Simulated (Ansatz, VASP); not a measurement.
Sn: VASP beside Ansatz

File INCAR:

```
SYSTEM = Sn
PREC = Accurate ; ENCUT = 520
EDIFF = 1E-6 ; ISMEAR = -1
SIGMA = 0.05 ; LREAL = .False.
LASPH = .True. ; NELM = 80
ALGO = Normal ; ISIF = 2
LWAVE = .False. ; LCHARG = .True.
GGA = PS ; LELF = .True.
LVHAR = .True. ; NBANDS = 21
```

The input KPOINTS:

```
regular mesh
0
Gamma
  11 11 11
  0 0 0
```

POSCAR

```
Sn
1.0
    0.0000000000      3.2456000000      3.2780560000
    3.2456000000      0.0000000000      3.2780560000
    3.2456000000      3.2456000000      0.0000000000
Sn
2
Direct
    0.5000000000      0.5000000000      0.5000000000
    0.7500000000      0.7500000000      0.7500000000
```

Input for Ansatz:

```yaml
crystal:
  lattice:
    - [0.0, 3.2456, 3.278056]
    - [3.2456, 0.0, 3.278056]
    - [3.2456, 3.2456, 0.0]
  atoms:
    - { symbol: Sn, position: [0.5, 0.5, 0.5] }
    - { symbol: Sn, position: [0.75, 0.75, 0.75] }
kpoints:
  mp_grid: { grid: [11, 11, 11] }
  band_path:
    path:
      - [0.0, 0.0, 0.0]
      - [0.0, 0.5, 0.5]
      - [0.25, 0.75, 0.5]
      - [0.0, 0.5, 0.0]
      - [0.0, 0.0, 0.0]
      - [0.5, 0.5, 0.0]
      - [0.3725370062, 0.6274629938, 0.0]
      - [-0.3725370062, 0.3725370062, 0.0]
      - [0.0, 0.0, 0.0]
    npoints: 5
scf:
  occupations: { method: fermi_dirac, width: 0.05 }
hamiltonian:
  xc: pbesol
  pseudopotentials: { kind: all_electron, lapw: { basis_error: 0.001 } }
output:
  forces: true
  stress: true
  eigenvalues: true
```

Change from the starting cell: zz strain of +1 %.

Alike in both runs: task single point; functional PBEsol; k mesh 11 × 11 × 11; occupations fermi-dirac, width 0.05 eV; no spin polarisation.

|  | VASP | Ansatz |
| --- | --- | --- |
| version | VASP 6.6.1 | Ansatz 0.2.0 |
| potentials or method | VASP PAW PBE potentials, release 64 (Sn_d), cutoff 520 eV | all-electron LAPW, scalar-relativistic |

|  | VASP | Ansatz | Ansatz less VASP |
| --- | --- | --- | --- |
| pressure (GPa) | 0.5 | 0.5 | +0.07 |
| traceless stress, the component that is largest in VASP (GPa) | -0.20 | -0.20 | 0.000 |

VASP's potentials were made for PBE, not for PBEsol. Ansatz ran all-electron here, and VASP with PAW potentials.
